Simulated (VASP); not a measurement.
# BeTe (F-43m) in VASP: further runs, part 2 of 3

VASP 6.6.1. The steps go on from the part before.

## Step 3: Vibrations by perturbation theory, LDA

This run uses another cell than the first one, of 18.95 Å³/atom.

INCAR

```
PREC = Accurate
ENCUT = 520
EDIFF = 1E-8
ISMEAR = 0
SIGMA = 0.01
LREAL = False
LASPH = True
NELM = 100
ALGO = Normal
ISIF = 2
LWAVE = False
LCHARG = True
GGA = CA
NBANDS = 11
IBRION = 8
NSW = 1
```

KPOINTS

```
Automatic mesh
0
Gamma
  8 8 8
```

POSCAR

```
BeTe
1.0
    2.6660557446      2.6660557446      0.0000000000
   -2.6660557446      2.6660557446      0.0000000000
    0.0000000000      2.6660557446      2.6660557446
Be Te
1 1
Direct
    0.0000000000      0.0000000000      0.0000000000
    0.7500000000      0.2500000000      0.5000000000
```

Potentials or basis: VASP PAW LDA potentials, release 64 (Be, Te).

The run is started by

```bash
$ cat potpaw_LDA.64/Be/POTCAR potpaw_LDA.64/Te/POTCAR > POTCAR
$ mpirun -np 1 vasp_std > vasp.out
```

OUTCAR:

```text
PREC = Accurate
   ENCUT = 520
   EDIFF = 1E-8
   ISMEAR = 0
   LREAL = False
   LASPH = True
   NELM = 100
   ISIF = 2
   GGA = CA
   IBRION = 8
   NSW = 1

 ion  position               nearest neighbor table
   1  0.000  0.000  0.000-   2 2.31   2 2.31   2 2.31   2 2.31
   2  0.750  0.250  0.500-   1 2.31   1 2.31   1 2.31   1 2.31

  LATTYP: Found a face centered cubic cell.
 ALAT       =     5.3321114892

  Lattice vectors:

 A1 = (   0.0000000000,   2.6660557446,   2.6660557446)
 A2 = (   2.6660557446,   0.0000000000,   2.6660557446)
 A3 = (   2.6660557446,   2.6660557446,   0.0000000000)

Analysis of symmetry for initial positions (statically):
=====================================================================
 Subroutine PRICEL returns:
 Original cell was already a primitive cell.

 Routine SETGRP: Setting up the symmetry group for a
 face centered cubic supercell.

 Subroutine GETGRP returns: Found 24 space group operations
 (whereof 24 operations were pure point group operations)
 out of a pool of 48 trial point group operations.

The static configuration has the point symmetry T_d .

Analysis of symmetry for dynamics (positions and initial velocities):
=====================================================================
 Subroutine PRICEL returns:
 Original cell was already a primitive cell.

 Routine SETGRP: Setting up the symmetry group for a
 face centered cubic supercell.

 Subroutine GETGRP returns: Found 24 space group operations
 (whereof 24 operations were pure point group operations)
 out of a pool of 48 trial point group operations.

The dynamic configuration has the point symmetry T_d .

 Subroutine INISYM returns: Found 24 space group operations
 (whereof 24 operations are pure point group operations),
 and found     1 'primitive' translations

----------------------------------------------------------------------------------------

                                     Primitive cell

  volume of cell :      37.8999

  direct lattice vectors                    reciprocal lattice vectors
     2.666055745  2.666055745  0.000000000     0.187542965  0.187542965 -0.187542965
    -2.666055745  2.666055745  0.000000000    -0.187542965  0.187542965 -0.187542965
     0.000000000  2.666055745  2.666055745     0.000000000  0.000000000  0.375085931

  length of vectors
     3.770372192  3.770372192  3.770372192     0.324833945  0.324833945  0.375085931

  position of ions in fractional coordinates (direct lattice)
     0.000000000  0.000000000  0.000000000
     0.750000000  0.250000000  0.500000000

  ion indices of the primitive-cell ions
   primitive index   ion index
                 1           1
                 2           2

[... 140 lines left out ...]
     11      17.5276      0.00000
[... 309 lines left out ...]
 k-point    24 :       0.5000    0.2500    0.1250
  band No.  band energies     occupation
      1      -4.4594      2.00000
      2       0.7993      2.00000
      3       3.4371      2.00000
      4       4.5139      2.00000
      5      10.9453      0.00000
      6      11.5310      0.00000
      7      14.0853      0.00000
      8      15.1432      0.00000
      9      15.6888      0.00000
     10      18.8110      0.00000
     11      19.4070      0.00000

 [... further k-points ...]

------------------------ aborting loop because EDIFF is reached ----------------------------------------

  FORCE on cell =-STRESS in cart. coord.  units (eV):
  Direction    XX          YY          ZZ          XY          YZ          ZX
  --------------------------------------------------------------------------------------
  -------------------------------------------------------------------------------------
  Total        2.4625702      2.4625702      2.4625702      0.0000000      0.0000000      0.0000000
  in kB      104.1025885    104.1025885    104.1025885      0.0000000      0.0000000      0.0000000
  external PRESSURE =     104.1025885 kB  Pullay stress =       0.0000000 kB

 VOLUME and BASIS-vectors are now :
 -----------------------------------------------------------------------------
  energy-cutoff  :      520.00
  volume of cell :       37.90
      direct lattice vectors                 reciprocal lattice vectors
     2.666055745  2.666055745  0.000000000     0.187542965  0.187542965 -0.187542965
    -2.666055745  2.666055745  0.000000000    -0.187542965  0.187542965 -0.187542965
     0.000000000  2.666055745  2.666055745     0.000000000  0.000000000  0.375085931

 POSITION                                       TOTAL-FORCE (eV/Angst)
 -----------------------------------------------------------------------------------
      0.00000      0.00000      0.00000        -0.000000     -0.000000      0.000000
      1.33303      3.99908      1.33303         0.000000      0.000000     -0.000000
 -----------------------------------------------------------------------------------
    total drift:                               -0.000000      0.000000      0.000000

  FREE ENERGIE OF THE ION-ELECTRON SYSTEM (eV)
  ---------------------------------------------------
  free  energy   TOTEN  =        -8.5765551808 eV

  energy  without entropy=       -8.5765551808  energy(sigma->0) =       -8.57655518

[... ionic steps 2 to 3 ...]

--------------------------------------- Ionic step        4  -------------------------------------------

------------------------ aborting loop because EDIFF is reached ----------------------------------------

[... ionic steps 5 to 6 ...]

--------------------------------------- Ionic step        7  -------------------------------------------

 Free energy of the ion-electron system (eV)
  ---------------------------------------------------
  ---------------------------------------------------
  free energy    TOTEN  =        -0.04442321 eV

  energy without entropy =       -0.04442321

------------------------ aborting loop because EDIFF is reached ----------------------------------------

 INTERNAL STRAIN TENSOR  FOR ION    2  DIRECTION 1   (eV/Angst):
 -----------------------------------------------------------------------------
     0.01753  0.00000 -0.00000
     0.00000 -0.01783  9.01519
     0.00000  9.01519 -0.01783

 INTERNAL STRAIN TENSOR FOR ION    2 for displacements in x,y,z  (eV/Angst):
          X           Y           Z          XY          YZ          ZX
  --------------------------------------------------------------------------------
  x    -0.00000     0.00000     0.00000     0.00000     9.01519    -0.00000
  y     0.00000    -0.00000     0.00000    -0.00000     0.00000     9.01519
  z     0.00000     0.00000    -0.00000     9.01519    -0.00000    -0.00000

 SECOND DERIVATIVES (NOT SYMMETRIZED)
 ------------------------------------
               1X          1Y          1Z          2X          2Y          2Z
  1X    -9.981398    0.000000    0.000000    9.981398    0.000000    0.000000
  1Y     0.000000   -9.981398    0.000000    0.000000    9.981398    0.000000
  1Z     0.000000    0.000000   -9.981398    0.000000    0.000000    9.981398
  2X     9.981611    0.000000   -0.000000   -9.981611   -0.000000    0.000000
  2Y    -0.000000    9.981611    0.000000    0.000000   -9.981611   -0.000000
  2Z    -0.000000    0.000000    9.981611    0.000000   -0.000000   -9.981611

 Eigenvectors and eigenvalues of the dynamical matrix
 ----------------------------------------------------

   1 f  =   17.022867 THz   106.957831 2PiTHz  567.821738 cm-1    70.400891 meV
             X         Y         Z           dx          dy          dz
      0.000000  0.000000  0.000000     0.000001   -0.966449    0.000000
      1.333028  3.999084  1.333028    -0.000000    0.256858    0.000000
[... 21 lines left out ...]
   6 f/i=    0.000045 THz     0.000283 2PiTHz    0.001502 cm-1     0.000186 meV
             X         Y         Z           dx          dy          dz
      0.000000  0.000000  0.000000     0.000000   -0.000000   -0.256858
      1.333028  3.999084  1.333028    -0.000000    0.000000   -0.966449

--------------------------------------------------------------------------------------------------------

 ELASTIC MODULI CONTR FROM IONIC RELAXATION (kBar)
 Direction    XX          YY          ZZ          XY          YZ          ZX
 --------------------------------------------------------------------------------
 XX          -0.0000      0.0000      0.0000     -0.0000      0.0000     -0.0000
 YY           0.0000     -0.0000     -0.0000     -0.0000     -0.0000      0.0000
 ZZ           0.0000     -0.0000     -0.0000      0.0000     -0.0000     -0.0000
 XY          -0.0000     -0.0000      0.0000   -354.1401      0.0000      0.0000
 YZ           0.0000     -0.0000     -0.0000      0.0000   -354.1401      0.0000
 ZX          -0.0000      0.0000     -0.0000      0.0000      0.0000   -354.1401
 --------------------------------------------------------------------------------
```

OSZICAR:

```text
N       E                     dE             d eps       ncg     rms          rms(c)
DAV:   1     0.192259224169E+02    0.19226E+02   -0.33649E+03   638   0.599E+02
DAV:   2    -0.787653990047E+01   -0.27102E+02   -0.25902E+02   827   0.952E+01
DAV:   3    -0.892536851022E+01   -0.10488E+01   -0.10475E+01   820   0.194E+01
[... 36 lines left out ...]
RMM:   6    -0.444237778596E-01    0.10574E-04    0.28110E-06  3521   0.132E-03    0.692E-04
RMM:   7    -0.444230925709E-01    0.68529E-06    0.86615E-07  3781   0.237E-04    0.106E-04
RMM:   8    -0.444233474223E-01   -0.25485E-06   -0.15298E-08  3681   0.832E-05    0.546E-05
RMM:   9    -0.444232004042E-01    0.14702E-06   -0.13541E-08  3855   0.185E-05    0.334E-05
RMM:  10    -0.444232113015E-01   -0.10897E-07   -0.16210E-08  3833   0.462E-06    0.347E-06
RMM:  11    -0.444232125972E-01   -0.12957E-08    0.92767E-09  3188   0.106E-06    0.201E-06
 Linear response finished
```

It took 1.7 min on 1 thread of Intel Xeon 8259CL, shared host; peak memory 0.23 GiB.

Results:

```
Highest phonon frequency at Γ, LO-TO splitting left out : 568 cm⁻¹
```

Phonon frequencies in cm⁻¹ (negative: imaginary):
| q point | frequencies |
| --- | --- |
| (0.000, 0.000, 0.000) | 0 0 0 568 568 568 |

Caveat: the cell stands under pressure or tension, which shifts response properties; spin-orbit coupling is left out, which moves the levels of the heavy elements.

## Step 4: Vibrations by perturbation theory, LDA

This run uses another cell than the first one, of 19.55 Å³/atom.

INCAR

```
ALGO = Normal
EDIFF = 1E-8
ENCUT = 520
GGA = CA
IBRION = 8
ISIF = 2
ISMEAR = 0
LASPH = T
LCHARG = F
LREAL = F
LWAVE = F
NBANDS = 11
NELM = 60
NSW = 1
PREC = Accurate
SIGMA = 0.01
```

KPOINTS

```
k-points
0
Gamma
  8 8 8
```

POSCAR

```
BeTe
1.0
    2.6938308514      2.6938308514      0.0000000000
   -2.6938308514      2.6938308514      0.0000000000
    0.0000000000      2.6938308514      2.6938308514
Be Te
1 1
Direct
    0.0000000000      0.0000000000      0.0000000000
    0.7500000000      0.2500000000      0.5000000000
```

Potentials or basis: VASP PAW LDA potentials, release 64 (Be, Te).

The run is started by

```bash
$ cat potpaw_LDA.64/Be/POTCAR potpaw_LDA.64/Te/POTCAR > POTCAR
$ mpirun -np 1 vasp_std > vasp.out
```

OUTCAR:

```text
EDIFF = 1E-8
   ENCUT = 520
   GGA = CA
   IBRION = 8
   ISIF = 2
   ISMEAR = 0
   LASPH = T
   LREAL = F
   NELM = 60
   NSW = 1
   PREC = Accurate

 ion  position               nearest neighbor table
   1  0.000  0.000  0.000-   2 2.33   2 2.33   2 2.33   2 2.33
   2  0.750  0.250  0.500-   1 2.33   1 2.33   1 2.33   1 2.33

  LATTYP: Found a face centered cubic cell.
 ALAT       =     5.3876617028

  Lattice vectors:

 A1 = (   0.0000000000,   2.6938308514,   2.6938308514)
 A2 = (   2.6938308514,   0.0000000000,   2.6938308514)
 A3 = (   2.6938308514,   2.6938308514,   0.0000000000)

Analysis of symmetry for initial positions (statically):
=====================================================================
 Subroutine PRICEL returns:
 Original cell was already a primitive cell.

 Routine SETGRP: Setting up the symmetry group for a
 face centered cubic supercell.

 Subroutine GETGRP returns: Found 24 space group operations
 (whereof 24 operations were pure point group operations)
[... 561 lines left out ...]

 INTERNAL STRAIN TENSOR  FOR ION    2  DIRECTION 1   (eV/Angst):
 -----------------------------------------------------------------------------
     0.01682  0.00000  0.00000
     0.00000 -0.01740  7.92874
     0.00000  7.92874 -0.01740

 INTERNAL STRAIN TENSOR FOR ION    2 for displacements in x,y,z  (eV/Angst):
          X           Y           Z          XY          YZ          ZX
  --------------------------------------------------------------------------------
  x     0.00000    -0.00000    -0.00000     0.00000     7.92874     0.00000
  y     0.00000    -0.00000     0.00000     0.00000     0.00000     7.92874
  z    -0.00000    -0.00000     0.00000     7.92874     0.00000     0.00000

 SECOND DERIVATIVES (NOT SYMMETRIZED)
 ------------------------------------
               1X          1Y          1Z          2X          2Y          2Z
  1X    -9.228231    0.000000   -0.000000    9.228231   -0.000000    0.000000
  1Y    -0.000000   -9.228231    0.000000    0.000000    9.228231   -0.000000
  1Z    -0.000000    0.000000   -9.228231    0.000000   -0.000000    9.228231
  2X     9.227235    0.000000   -0.000000   -9.227235   -0.000000    0.000000
  2Y    -0.000000    9.227235    0.000000    0.000000   -9.227235   -0.000000
  2Z    -0.000000    0.000000    9.227235    0.000000   -0.000000   -9.227235

 Eigenvectors and eigenvalues of the dynamical matrix
 ----------------------------------------------------

   1 f  =   16.367954 THz   102.842887 2PiTHz  545.976172 cm-1    67.692387 meV
             X         Y         Z           dx          dy          dz
      0.000000  0.000000  0.000000    -0.966453   -0.000000   -0.000000
      1.346915  4.040746  1.346915     0.256842   -0.000000    0.000000
[... 21 lines left out ...]
   6 f/i=    0.000219 THz     0.001377 2PiTHz    0.007310 cm-1     0.000906 meV
             X         Y         Z           dx          dy          dz
      0.000000  0.000000  0.000000     0.000000   -0.025949    0.255528
      1.346915  4.040746  1.346915     0.000000   -0.097641    0.961508

--------------------------------------------------------------------------------------------------------

 ELASTIC MODULI CONTR FROM IONIC RELAXATION (kBar)
 Direction    XX          YY          ZZ          XY          YZ          ZX
 --------------------------------------------------------------------------------
 XX          -0.0000      0.0000      0.0000      0.0000     -0.0000     -0.0000
 YY           0.0000     -0.0000      0.0000      0.0000      0.0000      0.0000
 ZZ           0.0000      0.0000     -0.0000     -0.0000      0.0000     -0.0000
 XY           0.0000      0.0000     -0.0000   -288.0177     -0.0000      0.0000
 YZ          -0.0000      0.0000      0.0000     -0.0000   -288.0177      0.0000
 ZX          -0.0000      0.0000     -0.0000      0.0000      0.0000   -288.0177
 --------------------------------------------------------------------------------
```

OSZICAR:

```text
N       E                     dE             d eps       ncg     rms          rms(c)
DAV:   1     0.187690585710E+02    0.18769E+02   -0.35183E+03   638   0.612E+02
DAV:   2    -0.788477989587E+01   -0.26654E+02   -0.25809E+02   843   0.939E+01
DAV:   3    -0.895055353428E+01   -0.10658E+01   -0.10636E+01   795   0.196E+01
[... 36 lines left out ...]
RMM:   6    -0.447395105730E-01    0.10259E-04    0.26197E-06  3544   0.126E-03    0.666E-04
RMM:   7    -0.447385408551E-01    0.96972E-06    0.84930E-07  3785   0.226E-04    0.109E-04
RMM:   8    -0.447389102451E-01   -0.36939E-06    0.34191E-08  3639   0.853E-05    0.538E-05
RMM:   9    -0.447387442196E-01    0.16603E-06    0.73895E-08  3844   0.202E-05    0.336E-05
RMM:  10    -0.447387584600E-01   -0.14240E-07    0.88178E-09  3840   0.459E-06    0.331E-06
RMM:  11    -0.447387610183E-01   -0.25583E-08    0.12417E-08  3194   0.101E-06    0.172E-06
 Linear response finished
```

stdout:

```text
POSCAR found type information on POSCAR BeTe
 POSCAR found :  2 types and       2 ions
 scaLAPACK will be used
 LDA part: xc-table for (Slater(with rela. corr.)+CA(PZ))
 , standard interpolation
 POSCAR, INCAR and KPOINTS ok, starting setup
 FFT: planning ... GRIDC
 FFT: planning ... GRID_SOFT
 FFT: planning ... GRID
 WAVECAR not read
 entering main loop
 Linear response reoptimize wavefunctions to high precision
 Linear response DOF=           2
 Linear response progress:
 first order change of Fermi-energy  -0.81904E-05
 force on displaced ion       1 direction 1 :  -9.228   0.000   0.000
 Linear response progress:
 first order change of Fermi-energy  -0.42574E-03
 force on displaced ion       2 direction 1 :  -9.227   0.000   0.000
 Linear response finished
```

Run time: 91 s. Hardware: 1 thread of Intel Xeon 8259CL, shared host; peak memory 0.24 GiB.

Results:

```
Highest phonon frequency at Γ, LO-TO splitting left out : 546 cm⁻¹
```

Phonon frequencies in cm⁻¹ (negative: imaginary):
| q point | frequencies |
| --- | --- |
| (0.000, 0.000, 0.000) | 0 0 0 546 546 546 |

Caveat: the cell stands under pressure or tension, which shifts response properties; spin-orbit coupling is left out, which moves the levels of the heavy elements.

(Part 2 of 3 ends here.)
